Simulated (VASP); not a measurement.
WAu, 2 atoms in the cell. Symmetry: F-43m, No. 216, cubic system. The conventional cell has a = 5.818 Å, b = 5.818 Å, c = 5.818 Å, α = 90.00°, β = 90.00°, γ = 90.00°. Within 3.3 Å of W (site symmetry -43m) lie 4 Au at 2.52 Å. Au (site symmetry -43m) has 4 W at 2.52 Å within 3.3 Å. 

| Item | Value |
| --- | --- |
| Program | VASP 6.6.1 |
| Task | single point |
| Functional | PBEsol-based screened hybrid with 25 % exact exchange |
| Potentials or basis | VASP PAW PBE potentials, release 64 (W_sv, Au) |
| Cutoff | 520 eV |
| k mesh | 4 × 4 × 4 |
| Occupations | fermi-dirac, width 0.05 eV |
| Spin | no spin polarisation |
| Dipole correction | no |
| Grid for exact exchange (PRECFOCK) | Normal |
| Share of exact exchange | 0.25 |
| Further INCAR settings | ALGO = Normal; EDIFF = 1e-06; NBANDS = 20 |
| Screening parameter | 0.207 1/Å |

Potentials or basis: VASP PAW PBE potentials, release 64 (W_sv, Au).

The run is started by

```sh
$ cat potpaw_PBE.64/W_sv/POTCAR potpaw_PBE.64/Au/POTCAR > POTCAR
$ cp INCAR.step1 INCAR
$ mpirun -np 1 vasp_std > vasp.out
$ cp INCAR.step2 INCAR
$ mpirun -np 1 vasp_std > vasp.out
```

Hardware: 1 thread of Intel(R) Xeon(R) 6975P-C (Granite Rapids), on a shared host.

Estimate the wall time of this run.

Wall time 5.9 min on 1 thread of Intel(R) Xeon(R) 6975P-C (Granite Rapids) (shared host), peak memory 0.3 GiB. Counts: k points 8.
